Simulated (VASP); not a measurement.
Here is a VASP 6.6.1 calculation.

Contents of INCAR:

```
PREC = Accurate
ENCUT = 520
EDIFF = 1E-6
ISMEAR = 0
SIGMA = 0.01
LREAL = F
LASPH = T
NELM = 100
ALGO = Normal
ISIF = 2
LWAVE = F
LCHARG = F
GGA = PE
NBANDS = 25
```

File KPOINTS:

```
Automatic mesh
0
Gamma
  6 6 8
```

Contents of POSCAR:

```
SiO2
1.0
    4.1208430792      0.0000000000      0.0000000000
    0.0000000000      4.1208430792      0.0000000000
    0.0000000000      0.0000000000      2.6291793682
Si O
2 4
Direct
    0.0000000000      0.0000000000      0.0000000000
    0.5000000000      0.5000000000      0.5000000000
    0.3059000000      0.3059000000      0.0000000000
    0.1941000000      0.8059000000      0.5000000000
    0.6941000000      0.6941000000      0.0000000000
    0.8059000000      0.1941000000      0.5000000000
```

Potentials or basis: VASP PAW PBE potentials, release 64 (Si, O).

Command:

```bash
$ cat potpaw_PBE.64/Si/POTCAR potpaw_PBE.64/O/POTCAR > POTCAR
$ mpirun -np 1 vasp_std > vasp.out
```

Q: What does it give for the pressure?

A: 26.8 GPa.

Q: Estimate the band gap on the k mesh.

A: 6.38 eV, direct.

Q: What does it give for the largest force?

A: 0.394 eV/Å.

Stress tensor (GPa, compression positive):
```
24.98  0.00  0.00
 0.00 24.98  0.00
 0.00  0.00 30.40
```

A k mesh can miss the band edges. PBE gaps usually lie below the measured ones, often by a third to a half.
